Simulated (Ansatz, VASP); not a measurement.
## Re: VASP beside Ansatz

```
Re
1.0
     2.73919    0.00000    0.00000
    -1.36959    2.37221    0.00000
     0.00000    0.00000    4.41187
Re
2
Direct
  0.33333 0.66667 0.25000
  0.66667 0.33333 0.75000
```

Alike in both runs: task single point; functional LDA; k mesh 13 × 13 × 7; occupations methfessel-paxton of order 1, width 0.2 eV; no spin polarisation.

|  | VASP | Ansatz |
| --- | --- | --- |
| version | VASP 6.6.1 | Ansatz 0.2.0 |
| potentials or method | VASP PAW LDA potentials, release 64 (Re), cutoff 600 eV | plane waves (420 eV) with PAW, scalar-relativistic |
| valence electrons in the cell | 14 | 30 |

|  | VASP | Ansatz | Ansatz less VASP |
| --- | --- | --- | --- |
| pressure (GPa) | 1.4 | -0.3 | -1.68 |
| traceless stress, the component that is largest in VASP (GPa) | 0.04 | 0.14 | +0.097 |

Ansatz warns that its potentials were made for another functional, while VASP's fit it. LDA's correlation is that of Perdew and Zunger in VASP and of Perdew and Wang (1992) in Ansatz. VASP's potentials hold 14 valence electrons a cell and Ansatz's 30, so a difference there can come from the potentials and not from the codes.

Spin-orbit coupling is off throughout.
